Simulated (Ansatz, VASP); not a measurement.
SnO in VASP and in Ansatz

POSCAR

```
SnO
1.0
    0.0000000000      2.7894611728      2.5393584835
    2.7894611728      0.0000000000      2.5393584835
    2.7894611728      2.7894611728      0.0000000000
Sn O
1 1
Direct
    0.0000000000      0.0000000000      0.0000000000
    0.2500000000      0.2500000000      0.2500000000
```

File INCAR.step1:

```
ALGO = Normal
EDIFF = 1E-4
ENCUT = 520
GGA = PE
ISMEAR = -1
LASPH = T
LCHARG = F
LREAL = F
LWAVE = T
NBANDS = 17
NELM = 100
PREC = Accurate
SIGMA = 0.02
```

INCAR.step2

```
ALGO = Normal
EDIFF = 1E-7
ENCUT = 520
ISIF = 2
ISMEAR = -1
ISTART = 1
LASPH = T
LCHARG = T
LELF = T
LMIXTAU = T
LREAL = F
LVHAR = T
LWAVE = F
METAGGA = R2SCAN
NBANDS = 17
NELM = 100
PREC = Accurate
SIGMA = 0.02
```

The input KPOINTS:

```
k-points
0
Gamma
  8 8 8
```

Input for Ansatz:

```yaml
crystal:
  lattice:
    - [0.0, 2.7894611728, 2.5393584835]
    - [2.7894611728, 0.0, 2.5393584835]
    - [2.7894611728, 2.7894611728, 0.0]
  atoms:
    - { symbol: Sn, position: [0.0, 0.0, 0.0] }
    - { symbol: O, position: [0.25, 0.25, 0.25] }
kpoints:
  mp_grid: { grid: [8, 8, 8] }
  band_path:
    path:
      - [0.0, 0.0, 0.0]
      - [-0.5, -0.5, 0.0]
      - [-0.375, -0.375, 0.25]
      - [-0.375, 0.0, 0.375]
      - [0.0, 0.0, 0.5]
      - [-0.5, -0.25, 0.25]
      - [-0.5, -0.4, 0.1]
      - [0.25, -0.25, -0.5]
    npoints: 1
hamiltonian:
  xc: r2scan
scf:
  occupations: { method: fermi_dirac, width: 0.02 }
  n_extra_bands: 4
output:
  forces: true
  stress: true
  eigenvalues: true
  write_density: true
  write_potential: true
  elf: true
  volumetric_format: npy
```

Change from the starting cell: epitaxial_xy strain +3.0%.

Alike in both runs: task single point; functional r2SCAN; k mesh 8 × 8 × 8; occupations fermi-dirac, width 0.02 eV; no spin polarisation.

```csv
,VASP,Ansatz
version,VASP 6.6.1,Ansatz 0.2.0
potentials or method,"VASP PAW PBE potentials, release 64 (Sn_d, O)","plane waves, PAW"
plane-wave cutoff (eV),520,500
valence electrons in the cell,20,20
```

|  | VASP | Ansatz | Ansatz less VASP |
| --- | --- | --- | --- |
| pressure (GPa) | 0.2 | -0.1 | -0.31 |
| traceless stress, the component that is largest in VASP (GPa) | -0.02 | 0.05 | +0.069 |

VASP's potentials were made for PBE, not for r2SCAN.
